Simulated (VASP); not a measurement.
Input of a VASP 6.6.1 run:

File POSCAR:

```
Ga
1.0
    2.7164800000      0.0000000000      0.0000000000
    0.0000000000      2.7164800000      0.0000000000
    0.0000000000      0.0000000000      2.7164800000
Ga
1
Direct
    0.0000000000      0.0000000000      0.0000000000
```

File INCAR.step1:

```
PREC     = Accurate       # precision mode
ENCUT    = 520            # plane-wave cutoff, eV
EDIFF    = 1E-5           # SCF threshold, eV
ISMEAR   = -1             # smearing method
SIGMA    = 0.05           # smearing width, eV
LREAL    = F              # projectors in reciprocal space
LASPH    = T              # aspherical terms in the spheres
NELM     = 80             # most SCF steps
ALGO     = Normal         # electronic algorithm
ISIF     = 2              # what is computed and relaxed
LWAVE    = T              # write WAVECAR
LCHARG   = F              # write CHGCAR
GGA      = PE             # functional
NBANDS   = 12             # bands
```

The input INCAR.step2:

```
PREC     = Accurate       # precision mode
ENCUT    = 520            # plane-wave cutoff, eV
EDIFF    = 1E-7           # SCF threshold, eV
ISMEAR   = -1             # smearing method
SIGMA    = 0.05           # smearing width, eV
LREAL    = F              # projectors in reciprocal space
LASPH    = T              # aspherical terms in the spheres
NELM     = 80             # most SCF steps
ALGO     = Normal         # electronic algorithm
ISIF     = 2              # what is computed and relaxed
LWAVE    = F              # write WAVECAR
LCHARG   = F              # write CHGCAR
GGA      = PE             # functional
LHFCALC  = T              # exact exchange
AEXX     = 0.25           # exact-exchange fraction
PRECFOCK = Normal       
ISTART   = 1            
NBANDS   = 12             # bands
```

File KPOINTS:

```
Automatic mesh
0
Gamma
  6 6 6
```

Potentials or basis: VASP PAW PBE potentials, release 64 (Ga_d).

Command:

```bash
$ cat potpaw_PBE.64/Ga_d/POTCAR > POTCAR
$ cp INCAR.step1 INCAR
$ mpirun -np 1 vasp_std > vasp.out
$ cp INCAR.step2 INCAR
$ mpirun -np 1 vasp_std > vasp.out
```

Problem. Predict the band gap on the k mesh.

Solution. Zero (an odd number of electrons rules out a gap without spin polarisation).

Problem. What does it give for the pressure?

Solution. -0.5 GPa.

Caveat: the k points lie up to 0.39 Å⁻¹ apart, too coarse for converged energies and pressures of a metal; the PAW data sets were made with another functional, which shifts forces and pressure a little.
